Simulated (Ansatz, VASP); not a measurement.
One calculation of Os, two programs

```
CELL_PARAMETERS angstrom
2.70236 0.00000 0.00000
-1.35118 2.34031 0.00000
0.00000 0.00000 4.25552
ATOMIC_POSITIONS crystal
Os 0.33333 0.66667 0.25000
Os 0.66667 0.33333 0.75000
```

Alike in both runs: task single point; functional r2SCAN; k mesh 22 × 22 × 12; occupations fermi-dirac, width 0.1 eV; no spin polarisation.

|  | VASP | Ansatz |
| --- | --- | --- |
| version | VASP 6.6.1 | Ansatz 0.2.0 |
| potentials or method | VASP PAW PBE potentials, release 64 (Os), cutoff 520 eV | plane waves (500 eV) with PAW, scalar-relativistic |
| valence electrons in the cell | 16 | 32 |

VASP gave:

* pressure (GPa): 20.9
* traceless stress, the component that is largest in VASP (GPa): 1.65

Task: Estimate Ansatz's values.

Result: Pressure (GPa): 19.3; traceless stress, the component that is largest in VASP (GPa): 1.61.

VASP's potentials were made for PBE, not for r2SCAN. The functional is the same, so the differences come from potentials, cutoffs and numerics. VASP's potentials hold 16 valence electrons a cell and Ansatz's 32, so a difference there can come from the potentials and not from the codes.

Spin-orbit coupling is off throughout.
